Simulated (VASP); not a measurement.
A run of VASP 6.6.1:

File INCAR:

```
ALGO = Normal
EDIFF = 1E-6
ENCUT = 520
GGA = RE
ISIF = 2
ISMEAR = -1
LASPH = T
LCHARG = F
LREAL = F
LWAVE = F
NBANDS = 20
NELM = 60
PREC = Accurate
SIGMA = 0.1
```

File KPOINTS:

```
k-points
0
Gamma
  9 9 9
```

POSCAR

```
In
1.0
    0.0000000000      3.2708298349      3.2708298349
    3.2708298349      0.0000000000      3.2708298349
    3.2708298349      3.2708298349      0.0000000000
In
2
Direct
    0.1250000000      0.1250000000      0.1250000000
    0.8750000000      0.8750000000      0.8750000000
```

Potentials or basis: VASP PAW PBE potentials, release 64 (In_d).

Launch:

```console
$ cat potpaw_PBE.64/In_d/POTCAR > POTCAR
$ mpirun -np 1 vasp_std > vasp.out
```

Hardware: 1 thread of Intel Xeon 8259CL, with other jobs on the host.

Q: How long does it take, and how much memory?

A: Run time: 66 s on 1 thread of Intel Xeon 8259CL, on a shared host, peak memory 0.21 GiB. Counts: scf iterations 13, k points 35.
